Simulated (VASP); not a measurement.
# Rb (P6_3/mmc) in VASP: single point with PBE

Aim: the single point of Rb with PBE.

All numbers are computed with VASP 6.6.1; they aren't measurements. Logs are shortened: lines on timing, memory, paths and dates and some standing lists are left out, and cuts for length are marked.

## (1) The cell of the first run

The structure is hexagonal, space group P6_3/mmc (No. 194). The conventional cell has a = 3.761 Å, b = 3.761 Å, c = 11.951 Å, α = 90.00°, β = 90.00°, γ = 120.00°. Rb (site symmetry -3m) has 12 Rb at 3.69 to 3.76 Å within 4.9 Å. Within 4.9 Å of Rb (site symmetry -6m2) lie 12 Rb at 3.69 to 3.76 Å.

This isn't the form of Rb at room conditions, which is bcc.

## (2) Single point, PBE (36.60 Å³/atom)

The input, POSCAR:

```
Rb
1.0
    3.7611928268      0.0000000000      0.0000000000
   -1.8805964134      3.2572885365      0.0000000000
    0.0000000000      0.0000000000     11.9512375299
Rb
4
Direct
    0.0000000000      0.0000000000      0.0000000000
    0.0000000000      0.0000000000      0.5000000000
    0.3333333333      0.6666666667      0.2500000000
    0.6666666667      0.3333333333      0.7500000000
```

The input, INCAR.step1:

```
SYSTEM = Rb
  PREC = Accurate
  ENCUT = 520
  EDIFF = 1E-6
  ISMEAR = -1
  SIGMA = 0.05
  LREAL = .False.
  LASPH = .True.
  NELM = 60
  ALGO = Normal
  ISIF = 2
  LWAVE = .False.
  LCHARG = .True.
  GGA = PE
  NBANDS = 26
```

The input, KPOINTS.step1:

```
regular mesh
0
Gamma
  6 6 4
  0 0 0
```

The input, INCAR.step2:

```
SYSTEM = Rb
  PREC = Accurate
  ENCUT = 520
  EDIFF = 1E-6
  ISMEAR = -5
  SIGMA = 0.05
  LREAL = .False.
  LASPH = .True.
  NELM = 60
  ALGO = Normal
  ISIF = 2
  LWAVE = .False.
  LCHARG = .False.
  GGA = PE
  LORBIT = 11
  NBANDS = 26
  NEDOS = 1001
  ICHARG = 11
```

The input, KPOINTS.step2:

```
regular mesh
0
Gamma
  9 9 6
  0 0 0
```

Potentials or basis: VASP PAW PBE potentials, release 64 (Rb_sv).

On the command line:

```bash
cat potpaw_PBE.64/Rb_sv/POTCAR > POTCAR
cp INCAR.step1 INCAR
cp KPOINTS.step1 KPOINTS
mpirun -np 1 vasp_std > vasp.out
cp INCAR.step2 INCAR
cp KPOINTS.step2 KPOINTS
mpirun -np 1 vasp_std > vasp.out
```

OUTCAR:

```text
SYSTEM = Rb
   PREC = Accurate
   ENCUT = 520
   EDIFF = 1E-6
   ISMEAR = -5
   LREAL = .False.
   LASPH = .True.
   NELM = 60
   ISIF = 2
   GGA = PE
   LORBIT = 11
   ICHARG = 11

 ion  position               nearest neighbor table
   1  0.000  0.000  0.000-   3 3.69   4 3.69   3 3.69   4 3.69   4 3.69   3 3.69   4 5.27   3 5.27
                             3 5.27   4 5.27   3 5.27   4 5.27
   2  0.000  0.000  0.500-   3 3.69   4 3.69   3 3.69   4 3.69   4 3.69   3 3.69   4 5.27   3 5.27
                             3 5.27   4 5.27   3 5.27   4 5.27
   3  0.333  0.667  0.250-   1 3.69   2 3.69   1 3.69   2 3.69   1 3.69   2 3.69   1 5.27   2 5.27
                             1 5.27   2 5.27   1 5.27   2 5.27
   4  0.667  0.333  0.750-   1 3.69   2 3.69   1 3.69   2 3.69   1 3.69   2 3.69   1 5.27   2 5.27
                             1 5.27   2 5.27   1 5.27   2 5.27

  LATTYP: Found a hexagonal cell.
 ALAT       =     3.7611928268
 C/A-ratio  =     3.1775125818

  Lattice vectors:

 A1 = (   3.7611928268,   0.0000000000,   0.0000000000)
 A2 = (  -1.8805964134,   3.2572885365,   0.0000000000)
 A3 = (   0.0000000000,   0.0000000000,  11.9512375299)

Analysis of symmetry for initial positions (statically):
=====================================================================
 Subroutine PRICEL returns:
 Original cell was already a primitive cell.

 Routine SETGRP: Setting up the symmetry group for a
 hexagonal supercell.

 Subroutine GETGRP returns: Found 24 space group operations
 (whereof 12 operations were pure point group operations)
 out of a pool of 24 trial point group operations.

The static configuration has the point symmetry D_3d.
 The point group associated with its full space group is D_6h.

Analysis of symmetry for dynamics (positions and initial velocities):
=====================================================================
 Subroutine PRICEL returns:
 Original cell was already a primitive cell.

 Routine SETGRP: Setting up the symmetry group for a
 hexagonal supercell.

 Subroutine GETGRP returns: Found 24 space group operations
 (whereof 12 operations were pure point group operations)
 out of a pool of 24 trial point group operations.

The dynamic configuration has the point symmetry D_3d.
 The point group associated with its full space group is D_6h.

 Subroutine INISYM returns: Found 24 space group operations
 (whereof 12 operations are pure point group operations),
 and found     1 'primitive' translations

----------------------------------------------------------------------------------------

                                     Primitive cell

  volume of cell :     146.4181

  direct lattice vectors                    reciprocal lattice vectors
     3.761192827  0.000000000  0.000000000     0.265873101  0.153501906  0.000000000
    -1.880596413  3.257288536  0.000000000     0.000000000  0.307003813  0.000000000
     0.000000000  0.000000000 11.951237530     0.000000000  0.000000000  0.083673343

  length of vectors
     3.761192827  3.761192827 11.951237530     0.307003813  0.307003813  0.083673343

  position of ions in fractional coordinates (direct lattice)
     0.000000000  0.000000000  0.000000000
     0.000000000  0.000000000  0.500000000
     0.333333333  0.666666667  0.250000000
     0.666666667  0.333333333  0.750000000

  ion indices of the primitive-cell ions
   primitive index   ion index
                 1           1
                 2           2
                 3           3
                 4           4

----------------------------------------------------------------------------------------

 KPOINTS: regular mesh

Automatic generation of k-mesh.
 Grid dimensions read from file:
 generate k-points for:    9    9    6

 Generating k-lattice:

  Cartesian coordinates                     Fractional coordinates (reciprocal lattice)
     0.029541456  0.017055767  0.000000000     0.111111111  0.000000000  0.000000000
     0.000000000  0.034111535  0.000000000     0.000000000  0.111111111  0.000000000
     0.000000000  0.000000000  0.013945557     0.000000000  0.000000000  0.166666667

  Length of vectors
     0.034111535  0.034111535  0.013945557

  Shift w.r.t. Gamma in fractional coordinates (k-lattice)
     0.000000000  0.000000000  0.000000000

 TETIRR: Found    492 inequivalent tetrahedra from     2916

 Subroutine IBZKPT returns following result:
 ===========================================

 Found     48 irreducible k-points:

 Following reciprocal coordinates:
            Coordinates               Weight
  0.000000  0.000000  0.000000      1.000000
  0.111111 -0.000000  0.000000      6.000000
  0.222222 -0.000000  0.000000      6.000000
  0.333333 -0.000000  0.000000      6.000000
  0.444444 -0.000000  0.000000      6.000000
  0.111111  0.111111  0.000000      6.000000
[... 16 lines left out ...]
  0.333333  0.222222  0.166667     24.000000
  0.333333  0.333333  0.166667      4.000000
 [... further k-points ...]
   k-points           NKPTS =     48   k-points in BZ     NKDIM =     48   number of bands    NBANDS=     26
   number of dos      NEDOS =   1001   number of ions     NIONS =      4
   total plane-waves  NPLWV =  70560
   dimension x,y,z NGX =    28 NGY =   28 NGZ =   90
   dimension x,y,z NGXF=    56 NGYF=   56 NGZF=  180
   ions per type =               4
   NGX,Y,Z   is equivalent  to a cutoff of  12.38, 12.38, 12.52 a.u.
   NGXF,Y,Z  is equivalent  to a cutoff of  24.75, 24.75, 25.04 a.u.
 SYSTEM =  Rb
   PREC   = accura    normal or accurate (medium, high low for compatibility)
   ISTART =      0    job   : 0-new  1-cont  2-samecut
   ICHARG =     11    charge: 1-file 2-atom 10-const
   ISPIN  =      1    spin polarized calculation?
   LNONCOLLINEAR =      F non collinear calculations
   LSORBIT =      F    spin-orbit coupling
   LASPH  =      T    aspherical Exc in radial PAW
   ENCUT  =  520.0 eV  38.22 Ry    6.18 a.u.   6.99  6.99 22.22*2*pi/ulx,y,z
   NELM   =     60;   NELMIN=  2; NELMDL=  0     # of ELM steps
   EDIFF  = 0.1E-05   stopping-criterion for ELM
   LREAL  =      F    real-space projection
   EDIFFG = 0.1E-04   stopping-criterion for IOM
   NSW    =      0    number of steps for IOM
   IBRION =     -1    ionic relax: 0-MD 1-quasi-New 2-CG
   NFREE  =      0    steps in history (QN), initial steepest desc. (CG)
   ISIF   =      2    stress and relaxation
   ISYM   =      2    0-nonsym 1-usesym 2-fastsym
   POTIM  = 0.5000    time-step for ionic-motion
   TEBEG  =    0.0;   TEEND  =   0.0 temperature during run
   PSTRESS=    0.0 pullay stress
   NELECT =      36.0000    total number of electrons
   NUPDOWN=      -1.0000    fix difference up-down
   EMIN   =  10.00;   EMAX   =-10.00  energy-range for DOS
   EFERMI =   0.00;   METHOD = LEGACY
   ISMEAR =    -5;   SIGMA  =   0.05  broadening in eV -4-tet -1-fermi 0-gaus
   EFERMI_NEDOS =   21; number of points for ismear=-14 and -15
   IALGO  =     38    algorithm
   IMIX   =      4    mixing-type and parameters
     AMIX     =   0.40;   BMIX     =  1.00
     AMIX_MAG =   1.60;   BMIX_MAG =  1.00
  volume/ion in A,a.u.               =      36.60       247.02
  Fermi-wavevector in a.u.,A,eV,Ry     =   1.025599  1.938100 14.311323  1.051853
  Thomas-Fermi vector in A             =   2.159447
   LORBIT       =     11    0 simple, 1 ext, 2 COOP (PROOUT), +10 PAW based schemes
   GGA     = PE    functional components
   LHFCALC =     F    Hartree Fock is set to
   AEXX    =    0.0000 exact exchange contribution
   IVDW    =     0    specifies the selected vdW correction
   LEPSILON=     F    determine dielectric tensor
   LRPA    =     F    only Hartree local field effects (RPA)
 non-spin polarized calculation
 Fermi weights with tetrahedron method with Bloechl corrections
  energy-cutoff  :      520.00
  volume of cell :      146.42
 maximum number of plane-waves:      3970
 NGX is ok and might be reduce to    28

 number of electron      36.0000000 magnetization

 Free energy of the ion-electron system (eV)
  ---------------------------------------------------
  ext. energy  EPLUGINS =         0.00000000
  ---------------------------------------------------
  free energy    TOTEN  =         0.44527340 eV

  energy without entropy =        0.44527340  energy(sigma->0) =        0.44527340

 E-fermi :   3.3125     XC(G=0):  -8.2634

 val. band max:        3.3581159695   @ k =   0.2222   0.2222   0.1667
 cond. band min:       3.2742620678   @ k =   0.1111  -0.0000   0.0000
 fundamental gap:     -0.0838539017
 Fermi energy:         3.3124835259

 k-point     1 :       0.0000    0.0000    0.0000
  band No.  band energies     occupation
      1     -25.9082      2.00000
      2     -25.8180      2.00000
      3     -25.7952      2.00000
      4     -25.7016      2.00000
      5     -10.7794      2.00000
      6     -10.1139      2.00000
[... 18 lines left out ...]
     25       6.9266      0.00000
     26       7.0968      0.00000

 k-point     2 :       0.1111   -0.0000    0.0000
  band No.  band energies     occupation
      1     -25.8900      2.00000
      2     -25.8049      2.00000
      3     -25.7821      2.00000
      4     -25.6940      2.00000
      5     -10.7253      2.00000
      6     -10.1357      2.00000
[... 18 lines left out ...]
     25       6.8040      0.00000
     26       6.8109      0.00000

 k-point     3 :       0.2222   -0.0000    0.0000
  band No.  band energies     occupation
      1     -25.8420      2.00000
      2     -25.7716      2.00000
      3     -25.7488      2.00000
      4     -25.6764      2.00000
      5     -10.5775      2.00000
      6     -10.2607      2.00000
[... 572 lines left out ...]
 k-point    23 :       0.3333    0.2222    0.1667
  band No.  band energies     occupation
      1     -25.7107      2.00000
      2     -25.6985      2.00000
      3     -25.6725      2.00000
      4     -25.6604      2.00000
      5     -10.5617      2.00000
      6     -10.5134      2.00000
[... 18 lines left out ...]
     25       5.7383      0.00000
     26       5.7804      0.00000

 k-point    24 :       0.3333    0.3333    0.1667
  band No.  band energies     occupation
      1     -25.6903      2.00000
      2     -25.6903      2.00000
      3     -25.6675      2.00000
      4     -25.6672      2.00000
      5     -10.4657      2.00000
      6     -10.3948      2.00000
[... 18 lines left out ...]
     25       5.8774      0.00000
     26       6.0572      0.00000

 [... further k-points ...]

------------------------ aborting loop because EDIFF is reached ----------------------------------------

  FORCE on cell =-STRESS in cart. coord.  units (eV):
  Direction    XX          YY          ZZ          XY          YZ          ZX
  --------------------------------------------------------------------------------------
  -------------------------------------------------------------------------------------
  Total       10.6844847     10.6844847     11.3161210      0.0000000      0.0000000      0.0000000
  in kB      116.9147900    116.9147900    123.8264598      0.0000000      0.0000000      0.0000000
  external PRESSURE =     119.2186800 kB  Pullay stress =       0.0000000 kB

 VOLUME and BASIS-vectors are now :
 -----------------------------------------------------------------------------
  energy-cutoff  :      520.00
  volume of cell :      146.42
      direct lattice vectors                 reciprocal lattice vectors
     3.761192827  0.000000000  0.000000000     0.265873101  0.153501906  0.000000000
    -1.880596413  3.257288536  0.000000000     0.000000000  0.307003813  0.000000000
     0.000000000  0.000000000 11.951237530     0.000000000  0.000000000  0.083673343

 POSITION                                       TOTAL-FORCE (eV/Angst)
 -----------------------------------------------------------------------------------
      0.00000      0.00000      0.00000         0.000000      0.000000      0.000000
      0.00000      0.00000      5.97562        -0.000000      0.000000      0.000000
     -0.00000      2.17153      2.98781         0.000000     -0.000000     -0.000000
      1.88060      1.08576      8.96343        -0.000000      0.000000      0.000000
 -----------------------------------------------------------------------------------
    total drift:                               -0.000000     -0.000000     -0.000000

  FREE ENERGIE OF THE ION-ELECTRON SYSTEM (eV)
  ---------------------------------------------------
  free  energy   TOTEN  =         0.4452733963 eV

  energy  without entropy=        0.4452733963  energy(sigma->0) =        0.44527340

 total charge

# of ion       s       p       d       tot
------------------------------------------
    1        2.008   5.270   0.067   7.345
    2        2.008   5.270   0.067   7.345
    3        2.006   5.273   0.067   7.346
    4        2.006   5.273   0.067   7.346
--------------------------------------------------
tot          8.028  21.087   0.267  29.382
```

It took 2.4 min on 1 thread of Intel Xeon Platinum 8259CL at 2.50GHz (Skylake/Cascade Lake), shared host; peak memory 0.3 GiB.

Results:

- Valence electrons inside the program's atomic spheres: Rb 7.34, 7.35 (each value once)
